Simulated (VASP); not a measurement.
Write the native input for VASP 6.6.1 that does the following.

- Task: single point
- Functional: PBE
- Potentials or basis: VASP PAW PBE potentials, release 64 (K_sv, Br)
- Cutoff: 520 eV
- k mesh: 6 × 6 × 4
- Occupations: gaussian, width 0.01 eV
- Spin: no spin polarisation
- Dipole correction: no
- Further INCAR settings: ALGO = Normal; EDIFF = 1e-06; NBANDS = 24

The structure of KBr lies in POSCAR:

```
KBr
1.0
    5.5572745594      0.0000000000      0.0000000000
   -2.7786372797      4.8127409442      0.0000000000
    0.0000000000      0.0000000000      6.5068557600
K Br
2 2
Direct
    0.3333333333      0.6666666667     -0.0624975190
    0.6666666667      0.3333333333      0.4375024810
    0.3333333333      0.6666666667      0.4374975190
    0.6666666667      0.3333333333      0.9374975190
```

One way to write it, as run:

INCAR

```
SYSTEM = KBr
ALGO = Normal
EDIFF = 1E-6
ENCUT = 520
GGA = PE
ISIF = 2
ISMEAR = 0
LASPH = .TRUE.
LCHARG = .TRUE.
LELF = .TRUE.
LREAL = .FALSE.
LVHAR = .TRUE.
LWAVE = .FALSE.
NBANDS = 24
NELM = 80
PREC = Accurate
SIGMA = 0.01
```

KPOINTS

```
k-points
0
G
  6 6 4
  0 0 0
```

Potentials or basis: VASP PAW PBE potentials, release 64 (K_sv, Br).

Run with:

```console
$ cat potpaw_PBE.64/K_sv/POTCAR potpaw_PBE.64/Br/POTCAR > POTCAR
$ mpirun -np 1 vasp_std > vasp.out
```

It gave:

The pressure is 0.8 GPa and the band gap on the k mesh is 4.23 eV.

Caveat: the structure was generated, so it needn't be the stable form of KBr.

Wall time 71 s on 1 thread of Intel(R) Xeon(R) Platinum 8124M CPU @ 3.00GHz (Skylake/Cascade Lake) (shared host), peak memory 0.32 GiB.
